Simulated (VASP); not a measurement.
# CuI (P-3m1) in VASP: a series of runs, part 2 of 2

VASP 6.6.1. The steps go on from the part before.

### Step 3. Single point, r2SCAN+D4

POSCAR reads:

```
CuI
1.0
    4.1286180000      0.0000000000      0.0000000000
   -2.0643090000      3.5754880705      0.0000000000
    0.0000000000      0.0000000000      7.4781060000
Cu I
2 2
Direct
    0.6666666667      0.3333333333      0.5899520000
    0.3333333333      0.6666666667      0.4100480000
    0.3333333333      0.6666666667      0.7547480000
    0.6666666667      0.3333333333      0.2452520000
```

INCAR.step1 reads:

```
PREC = Accurate ; ENCUT = 570
ISMEAR = 0 ; SIGMA = 0.01
LREAL = F ; LASPH = T
NELM = 120 ; NBANDS = 26
ISYM = -1 ; GGA = PE
ALGO = Normal ; EDIFF = 1E-5
LWAVE = T ; LCHARG = F
GGA_COMPAT = F ; KPAR = 1
```

INCAR.step2 reads:

```
PREC = Accurate ; ENCUT = 570
EDIFF = 1E-6 ; ISMEAR = 0
SIGMA = 0.01 ; LREAL = F
LASPH = T ; NELM = 120
ALGO = Normal ; ISIF = 2
LWAVE = F ; LCHARG = F
METAGGA = R2SCAN ; LMIXTAU = T
IVDW = 13 ; VDW_S6 = 1.0
VDW_S8 = 0.6018749 ; VDW_A1 = 0.51559235
VDW_A2 = 5.77342911 ; NBANDS = 26
ISYM = -1 ; ISTART = 1
GGA_COMPAT = F ; KPAR = 1
```

KPOINTS reads:

```
explicit points
74
Reciprocal
  0.07142857   0.07142857   0.16666667 2
  0.07142857   0.07142857   0.50000000 2
  0.07142857   0.07142857   0.83333333 2
  0.07142857   0.21428571   0.16666667 2
  0.07142857   0.21428571   0.50000000 2
  0.07142857   0.21428571   0.83333333 2
  0.07142857   0.35714286   0.16666667 2
  0.07142857   0.35714286   0.50000000 2
  0.07142857   0.35714286   0.83333333 2
  0.07142857   0.50000000   0.16666667 2
  0.07142857   0.50000000   0.50000000 2
  0.07142857   0.50000000   0.83333333 2
  0.07142857   0.64285714   0.16666667 2
  0.07142857   0.64285714   0.50000000 2
  0.07142857   0.64285714   0.83333333 2
  0.07142857   0.78571429   0.16666667 2
  0.07142857   0.78571429   0.50000000 2
  0.07142857   0.78571429   0.83333333 2
  0.07142857   0.92857143   0.16666667 2
  0.07142857   0.92857143   0.50000000 2
  0.07142857   0.92857143   0.83333333 2
  0.21428571   0.07142857   0.16666667 2
  0.21428571   0.07142857   0.50000000 2
  0.21428571   0.07142857   0.83333333 2
  0.21428571   0.21428571   0.16666667 2
  0.21428571   0.21428571   0.50000000 2
  0.21428571   0.21428571   0.83333333 2
  0.21428571   0.35714286   0.16666667 2
  0.21428571   0.35714286   0.50000000 2
  0.21428571   0.35714286   0.83333333 2
  0.21428571   0.50000000   0.16666667 2
  0.21428571   0.50000000   0.50000000 2
  0.21428571   0.50000000   0.83333333 2
  0.21428571   0.64285714   0.16666667 2
  0.21428571   0.64285714   0.50000000 2
  0.21428571   0.64285714   0.83333333 2
  0.21428571   0.78571429   0.16666667 2
  0.21428571   0.78571429   0.50000000 2
  0.21428571   0.78571429   0.83333333 2
  0.21428571   0.92857143   0.16666667 2
  0.21428571   0.92857143   0.50000000 2
  0.21428571   0.92857143   0.83333333 2
  0.35714286   0.07142857   0.16666667 2
  0.35714286   0.07142857   0.50000000 2
  0.35714286   0.07142857   0.83333333 2
  0.35714286   0.21428571   0.16666667 2
  0.35714286   0.21428571   0.50000000 2
  0.35714286   0.21428571   0.83333333 2
  0.35714286   0.35714286   0.16666667 2
  0.35714286   0.35714286   0.50000000 2
  0.35714286   0.35714286   0.83333333 2
  0.35714286   0.50000000   0.16666667 2
  0.35714286   0.50000000   0.50000000 2
  0.35714286   0.50000000   0.83333333 2
  0.35714286   0.64285714   0.16666667 2
  0.35714286   0.64285714   0.50000000 2
  0.35714286   0.64285714   0.83333333 2
  0.35714286   0.78571429   0.16666667 2
  0.35714286   0.78571429   0.50000000 2
  0.35714286   0.78571429   0.83333333 2
  0.35714286   0.92857143   0.16666667 2
  0.35714286   0.92857143   0.50000000 2
  0.35714286   0.92857143   0.83333333 2
  0.50000000   0.07142857   0.16666667 2
  0.50000000   0.07142857   0.50000000 2
  0.50000000   0.07142857   0.83333333 2
  0.50000000   0.21428571   0.16666667 2
  0.50000000   0.21428571   0.50000000 2
  0.50000000   0.21428571   0.83333333 2
  0.50000000   0.35714286   0.16666667 2
  0.50000000   0.35714286   0.50000000 2
  0.50000000   0.35714286   0.83333333 2
  0.50000000   0.50000000   0.16666667 2
  0.50000000   0.50000000   0.50000000 1
```

Potentials or basis: VASP PAW PBE potentials, release 64 (Cu, I).

The run is started by

```sh
cat potpaw_PBE.64/Cu/POTCAR potpaw_PBE.64/I/POTCAR > POTCAR
cp INCAR.step1 INCAR
mpirun -np 4 vasp_std > vasp.out
cp INCAR.step2 INCAR
mpirun -np 4 vasp_std > vasp.out
```

OUTCAR:

```text
PREC = Accurate
   ENCUT = 570
   EDIFF = 1E-6
   ISMEAR = 0
   LREAL = F
   LASPH = T
   NELM = 120
   ISIF = 2
   METAGGA = R2SCAN
   IVDW = 13
   ISYM = -1
   ISTART = 1

 ion  position               nearest neighbor table
   1  0.667  0.333  0.590-   4 2.58   3 2.68   3 2.68   3 2.68   2 2.74   2 2.74   2 2.74
   2  0.333  0.667  0.410-   3 2.58   4 2.68   4 2.68   4 2.68   1 2.74   1 2.74   1 2.74
   3  0.333  0.667  0.755-   2 2.58   1 2.68   1 2.68   1 2.68
   4  0.667  0.333  0.245-   1 2.58   2 2.68   2 2.68   2 2.68

IMPORTANT INFORMATION: All symmetrisations will be switched off!
NOSYMM: (Re-)initialisation of all symmetry stuff for point group C_1.

----------------------------------------------------------------------------------------

                                     Primitive cell

  volume of cell :     110.3905

  direct lattice vectors                    reciprocal lattice vectors
     4.128618000  0.000000000  0.000000000     0.242211801  0.139841048  0.000000000
    -2.064309000  3.575488071  0.000000000     0.000000000  0.279682097  0.000000000
     0.000000000  0.000000000  7.478106000     0.000000000  0.000000000  0.133723700

  length of vectors
     4.128618000  4.128618000  7.478106000     0.279682097  0.279682097  0.133723700

  position of ions in fractional coordinates (direct lattice)
     0.666666667  0.333333333  0.589952000
     0.333333333  0.666666667  0.410048000
     0.333333333  0.666666667  0.754748000
     0.666666667  0.333333333  0.245252000

  ion indices of the primitive-cell ions
   primitive index   ion index
                 1           1
                 2           2
                 3           3
                 4           4

----------------------------------------------------------------------------------------

 KPOINTS: explicit points

Read explicit list of k-points.

 Found     74 k-points:
[... 64 lines left out ...]
   IMIX   =      4    mixing-type and parameters
     AMIX     =   0.40;   BMIX     =  1.00
     AMIX_MAG =   1.60;   BMIX_MAG =  1.00
  volume/ion in A,a.u.               =      27.60       186.24
  Fermi-wavevector in a.u.,A,eV,Ry     =   1.126847  2.129433 17.276475  1.269785
  Thomas-Fermi vector in A             =   2.263531
   LORBIT       =      0    0 simple, 1 ext, 2 COOP (PROOUT), +10 PAW based schemes
   METAGGA = R2SCAN    functional components
   LHFCALC =     F    Hartree Fock is set to
   AEXX    =    0.0000 exact exchange contribution
   IVDW    =    13    specifies the selected vdW correction
   LEPSILON=     F    determine dielectric tensor
   LRPA    =     F    only Hartree local field effects (RPA)
 non-spin polarized calculation
 Gauss-broadening in eV      SIGMA  =   0.01
  energy-cutoff  :      570.00
  volume of cell :      110.39
 maximum number of plane-waves:      3428
 NGX is ok and might be reduce to    32
   NGX = 17   NGY = 17   NGZ = 29

 number of electron      36.0000016 magnetization

 Free energy of the ion-electron system (eV)
  ---------------------------------------------------
  ext. energy  EPLUGINS =         0.00000000
  ---------------------------------------------------
  free energy    TOTEN  =       -71.61861567 eV

  energy without entropy =      -71.61861567  energy(sigma->0) =      -71.61861567

 E-fermi :   4.0204     XC(G=0):  -9.4181

 val. band max:        3.9440794995   @ k =   0.0714   0.9286   0.1667
 cond. band min:       6.6000145951   @ k =   0.0714   0.9286   0.1667
 fundamental gap:      2.6559350956
 Fermi energy:         4.0203682317

 k-point     1 :       0.0714    0.0714    0.1667
  band No.  band energies     occupation
      1     -10.1163      2.00000
      2      -9.6801      2.00000
      3      -1.5901      2.00000
      4      -0.0643      2.00000
      5       0.3471      2.00000
      6       0.5147      2.00000
[... 733 lines left out ...]
     27      12.9950      0.00000
     28      13.7419      0.00000

 [... further k-points ...]

------------------------ aborting loop because EDIFF is reached ----------------------------------------

  DFT-D4 for vdW energy calculation

  Edisp (eV):   -0.51772

  FORCE on cell =-STRESS in cart. coord.  units (eV):
  Direction    XX          YY          ZZ          XY          YZ          ZX
  --------------------------------------------------------------------------------------
  -------------------------------------------------------------------------------------
  Total      -0.35507    -0.35259    -0.41484     0.00215    -0.00030     0.00052
  in kB      -5.15343    -5.11735    -6.02082     0.03125    -0.00435     0.00752
  external pressure =       -5.43 kB  Pullay stress =        0.00 kB

 VOLUME and BASIS-vectors are now :
 -----------------------------------------------------------------------------
  energy-cutoff  :      570.00
  volume of cell :      110.39
      direct lattice vectors                 reciprocal lattice vectors
     4.128618000  0.000000000  0.000000000     0.242211801  0.139841048  0.000000000
    -2.064309000  3.575488071  0.000000000     0.000000000  0.279682097  0.000000000
     0.000000000  0.000000000  7.478106000     0.000000000  0.000000000  0.133723700

 POSITION                                       TOTAL-FORCE (eV/Angst)
 -----------------------------------------------------------------------------------
      2.06431      1.19183      4.41172        -0.000229      0.000133      0.035697
     -0.00000      2.38366      3.06638         0.000230     -0.000133     -0.035701
     -0.00000      2.38366      5.64409         0.000226     -0.000130      0.012771
      2.06431      1.19183      1.83402        -0.000226      0.000130     -0.012768
 -----------------------------------------------------------------------------------
    total drift:                                0.000001     -0.000002      0.000027

  FREE ENERGIE OF THE ION-ELECTRON SYSTEM (eV)
  ---------------------------------------------------
  free  energy   TOTEN  =       -72.1363394485 eV

  energy  without entropy=      -72.1363394485  energy(sigma->0) =      -72.13633945
```

OSZICAR.step1:

```text
N       E                     dE             d eps       ncg     rms          rms(c)
DAV:   1     0.289981573939E+03    0.28998E+03   -0.15685E+04  4144   0.150E+03
DAV:   2     0.194999952948E+02   -0.27048E+03   -0.25499E+03  4164   0.313E+02
DAV:   3    -0.101916683024E+02   -0.29692E+02   -0.28863E+02  5404   0.124E+02
DAV:   4    -0.117145038102E+02   -0.15228E+01   -0.15166E+01  5676   0.248E+01
DAV:   5    -0.117819115117E+02   -0.67408E-01   -0.67399E-01  6380   0.501E+00    0.935E+00
DAV:   6    -0.115532610728E+02    0.22865E+00   -0.81012E+00  4960   0.633E+01    0.618E+00
DAV:   7    -0.111337718581E+02    0.41949E+00   -0.21468E+00  5280   0.417E+01    0.315E+00
DAV:   8    -0.111449521728E+02   -0.11180E-01   -0.16626E-01  6512   0.509E+00    0.851E-01
DAV:   9    -0.111315913100E+02    0.13361E-01   -0.57772E-02  5768   0.591E+00    0.303E-01
DAV:  10    -0.111322199327E+02   -0.62862E-03   -0.39297E-03  6496   0.908E-01    0.190E-01
DAV:  11    -0.111320599491E+02    0.15998E-03   -0.12701E-03  5484   0.869E-01    0.739E-02
DAV:  12    -0.111320907814E+02   -0.30832E-04   -0.18687E-04  6152   0.159E-01    0.171E-02
DAV:  13    -0.111320957434E+02   -0.49619E-05   -0.59896E-06  3480   0.114E-01
   1 F= -.11132096E+02 E0= -.11132096E+02  d E =-.517126E-35
```

Wall time 2.8 min (4 MPI ranks of Intel Xeon 6975P-C (Granite Rapids), shared host); peak memory 0.23 GiB.

Results:

```
Free energy                : -72.1363 eV
Pressure                   : -0.5 GPa
Largest force              : 0.036 eV/Å
Band gap on the k mesh     : 2.66 eV
Dispersion energy per atom : -0.129 eV
```

Forces on the atoms (eV/Å):
```
Cu   0.000  0.000  0.036
Cu   0.000  0.000 -0.036
I    0.000  0.000  0.013
I    0.000  0.000 -0.013
```

Caveat: the PAW data sets were made with another functional, which shifts forces and pressure a little; spin-orbit coupling is left out, which moves the levels of the heavy elements; a shifted mesh leaves out Γ, where band edges can lie. A k mesh can miss the band edges.

### Step 4. Single point, r2SCAN+D4

POSCAR is that of step 3.

INCAR.step1 reads:

```
SYSTEM = CuI
PREC = Accurate
ENCUT = 520
ISMEAR = 0
SIGMA = 0.01
LREAL = .False.
LASPH = .True.
NELM = 80
NBANDS = 26
ISYM = 0
GGA = PE
ALGO = Normal
EDIFF = 1E-4
LWAVE = .True.
LCHARG = .False.
```

INCAR.step2 reads:

```
SYSTEM = CuI
PREC = Accurate
ENCUT = 520
EDIFF = 1E-7
ISMEAR = 0
SIGMA = 0.01
LREAL = .False.
LASPH = .True.
NELM = 80
ALGO = Normal
ISIF = 2
LWAVE = .False.
LCHARG = .True.
METAGGA = R2SCAN
LMIXTAU = .True.
IVDW = 13
VDW_S6 = 1.0
VDW_S8 = 0.6018749
VDW_A1 = 0.51559235
VDW_A2 = 5.77342911
LELF = .True.
LVHAR = .True.
NBANDS = 26
ISYM = 0
ISTART = 1
```

KPOINTS reads:

```
Automatic mesh
0
Gamma
  7 7 3
  0.5 0.5 0.5
```

The run is started by

```sh
cat potpaw_PBE.64/Cu/POTCAR potpaw_PBE.64/I/POTCAR > POTCAR
cp INCAR.step1 INCAR
mpirun -np 1 vasp_std > vasp.out
cp INCAR.step2 INCAR
mpirun -np 1 vasp_std > vasp.out
```

Wall time 28 min (1 thread of Intel Xeon Platinum 8259CL at 2.50GHz (Skylake/Cascade Lake), shared host); peak memory 0.66 GiB.

It converged, with:

- Free energy: -72.1350 eV
- Pressure: -0.5 GPa
- Largest force: 0.014 eV/Å
- Band gap on the k mesh: 2.66 eV
- Dispersion energy per atom: -0.129 eV

Forces in eV/Å, atoms in the order of the input:
```
Cu   0.000  0.000  0.013
Cu   0.000  0.000 -0.013
I    0.000  0.000  0.014
I    0.000  0.000 -0.014
```

Levels at points of the mesh, in eV from the valence-band top:
```tsv
k point	band 15	band 16	band 17	band 18	band 19	band 20	band 21	band 22
(0.50, 0.50, 0.50)	-1.27	-1.14	-0.99	-0.27	3.01	3.27	4.03	5.36
(0.50, 0.00, 0.50)	-1.27	-1.14	-0.99	-0.27	3.01	3.27	4.03	5.36
(0.00, 0.50, 0.50)	-1.27	-1.14	-0.99	-0.27	3.01	3.27	4.03	5.36
```

Caveat: the PAW data sets were made with another functional, which shifts forces and pressure a little; spin-orbit coupling is left out, which moves the levels of the heavy elements; a shifted mesh leaves out Γ, where band edges can lie. A k mesh can miss the band edges.
